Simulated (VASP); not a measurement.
Here is a VASP 6.6.1 calculation.

The input INCAR:

```
SYSTEM = Gd
ALGO = Normal ; EDIFF = 1E-7
ENCUT = 520 ; GGA = CA
ISIF = 2 ; ISMEAR = -1
LASPH = .TRUE. ; LCHARG = .FALSE.
LREAL = .FALSE. ; LWAVE = .FALSE.
NBANDS = 25 ; NELM = 100
PREC = Accurate ; SIGMA = 0.13605693000000002
```

KPOINTS

```
k-points
0
G
  9 9 9
  0 0 0
```

POSCAR

```
Gd
1.0
    0.0000000000      2.6840393532      2.6840393532
    2.6840393532      0.0000000000      2.6840393532
    2.6840393532      2.6840393532      0.0000000000
Gd
2
Direct
    0.0000000000      0.0000000000      0.0000000000
    0.2500000000      0.2500000000      0.2500000000
```

Potentials or basis: VASP PAW PBE potentials, release 64 (Gd).

Command:

```bash
$ cat potpaw_PBE.64/Gd/POTCAR > POTCAR
$ mpirun -np 1 vasp_std > vasp.out
```

**Question.** Predict the pressure.

**Answer.** 3.0 GPa.

**Question.** Estimate the band gap on the k mesh.

**Answer.** Zero (bands 18 and 19 overlap by 0.19 eV).

Caveat: the cell stands under pressure; the PAW data sets were made with another functional, which shifts forces and pressure a little; spin-orbit coupling is left out, which moves the levels of the heavy elements; the run has no spin polarisation, though such a crystal can be magnetic; semilocal functionals describe open f shells poorly, which spoils levels, moments and volumes. Spin polarisation is off, so any magnetic state and its effect on volume and gap are missing.
